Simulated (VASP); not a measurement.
Set up this calculation in VASP 6.6.1, as the native input.

- Task: single point
- Functional: PBE
- Potentials or basis: VASP PAW PBE potentials, release 64 (Re)
- Cutoff: 520 eV
- k mesh: 10 × 10 × 10
- Occupations: gaussian, width 0.15 eV
- Spin: no spin polarisation
- Dipole correction: no
- Further INCAR settings: ALGO = Normal; EDIFF = 1e-06; NBANDS = 10

The structure of Re lies in POSCAR:

```
Re
1.0
    0.0000000000      2.0611424098      1.7661929310
    2.0611424098      0.0000000000      1.7661929310
    2.0611424098      2.0611424098      0.0000000000
Re
1
Direct
    0.0000000000      0.0000000000      0.0000000000
```

This cell differs from its parent crystal: volume 15.007 Å^3 an atom, c/a of the conventional cell 0.8569.

These files were run (other wordings do the same):

INCAR

```
ALGO = Normal ; EDIFF = 1E-6
ENCUT = 520 ; GGA = PE
ISIF = 2 ; ISMEAR = 0
LASPH = T ; LCHARG = F
LREAL = F ; LWAVE = F
NBANDS = 10 ; NELM = 100
PREC = Accurate ; SIGMA = 0.15
```

KPOINTS

```
k-points
0
Gamma
  10 10 10
```

Potentials or basis: VASP PAW PBE potentials, release 64 (Re).

Run with:

```bash
$ cat potpaw_PBE.64/Re/POTCAR > POTCAR
$ mpirun -np 1 vasp_std > vasp.out
```

Results of the run:

- Pressure: 1.3 GPa

It took 21 s on 1 thread of AMD EPYC 7R43 64-Core Processor (Zen 3), with other jobs on the host, peak memory 0.1 GiB.
